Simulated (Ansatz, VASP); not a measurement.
# One calculation of Cd, two programs

Contents of INCAR:

```
PREC = Accurate ; ENCUT = 500
EDIFF = 1E-7 ; ISMEAR = -1
SIGMA = 0.1 ; LREAL = False
LASPH = True ; NELM = 120
ALGO = Normal ; ISIF = 3
LWAVE = False ; LCHARG = False
GGA = RP ; IBRION = 2
NSW = 80 ; EDIFFG = -0.01
GGA_COMPAT = False ; NELMIN = 4
```

The input KPOINTS:

```
regular mesh
0
Gamma
  11 11 11
```

File POSCAR:

```
Cd
1.0
    2.8566758760      0.0000000000      0.0000000000
    0.0000000000      2.8566758760      0.0000000000
    0.0000000000      0.0000000000      2.8566758760
Cd
1
Direct
    0.0000000000      0.0000000000      0.0000000000
```

Input for Ansatz:

```yaml
crystal:
  lattice:
    - [2.856675876, 0.0, 0.0]
    - [0.0, 2.856675876, 0.0]
    - [0.0, 0.0, 2.856675876]
  atoms:
    - { symbol: Cd, position: [0.0, 0.0, 0.0] }
hamiltonian:
  xc: rpbe
  pseudopotentials:
    kind: paw
    azcp:
      Cd: "pseudopotentials/Cd.paw.azcp"
basis:
  ecutwfc: 420
  fft_grid_basis: typed
kpoints:
  mp_grid: { grid: [11, 11, 11], shift: [0, 0, 0] }
magnetization:
  spin_polarized: false
scf:
  occupations: { method: fermi_dirac, width: 0.1 }
relax:
  max_steps: 60
  f_tol: 0.01
  cell: {}
```

Alike in both runs: task relaxation of cell and atoms; functional RPBE; k mesh 11 × 11 × 11; occupations fermi-dirac, width 0.1 eV; no spin polarisation.

```csv
,VASP,Ansatz
version,VASP 6.6.1,Ansatz 0.2.0
potentials or method,"VASP PAW PBE potentials, release 64 (Cd), cutoff 500 eV","plane waves (420 eV) with PAW, scalar-relativistic"
valence electrons in the cell,12,20
```

```csv
,VASP,Ansatz,Ansatz less VASP
relaxed volume (Å³/atom),28.52,28.85,+0.327
relaxed cell length with the largest relative difference (Å),3.055,3.067,+0.0116
```

VASP's potentials were made for PBE, not for RPBE. VASP's potentials hold 12 valence electrons a cell and Ansatz's 20, so a difference there can come from the potentials and not from the codes.

Noted on VASP's run: the volume moved by over 15 % at a fixed basis, so the end points are rough.
